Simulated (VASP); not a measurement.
SiNi:

```xyz
4
Lattice="2.9796 0.0000 0.0000 0.0000 3.3247 0.0000 0.0000 0.0000 4.7072" Properties=species:S:1:pos:R:3 pbc="T T T"
Ni    1.4898    1.6623    1.6116
Ni    0.0000    0.0000    3.0956
Si    1.4898    1.6623    3.9637
Si    0.0000    0.0000    0.7436
```

Base run:

```yaml
Program: VASP 6.6.1
Functional: PBE
Potentials_or_basis: VASP PAW PBE potentials, release 64 (Ni, Si)
Cutoff: 520 eV
k_mesh: 9 × 8 × 6
Occupations: fermi-dirac, width 0.05 eV
Spin: collinear spin, ferromagnetic start
Starting_moments: "[1.0, 1.0, 0.0, 0.0] μB"
Hubbard_terms: Ni d U = 3.0 eV
```

Its results: band gap on the k mesh zero (filled and empty bands overlap); pressure -3.6 GPa; net moment 0.00 μB per cell; largest force 0.116 eV/Å.

Question: The run is repeated on the same cell with these changes: potentials or basis from VASP PAW PBE potentials, release 64 (Ni, Si) to VASP PAW PBE potentials, release 64 (Ni_sv_GW, Si); cutoff from 520 eV to 590 eV; further incar settings from ALGO = Normal; EDIFF = 1e-06; NBANDS = 26 to ALGO = Normal; EDIFF = 1e-06; NBANDS = 34; valence electrons from 28 to 44. What comes out?

Answer: Band gap on the k mesh zero (filled and empty bands overlap); pressure -2.7 GPa; net moment 0.00 μB per cell; largest force 0.008 eV/Å.

Caveats: the U is typed as a test and isn't derived for this compound.
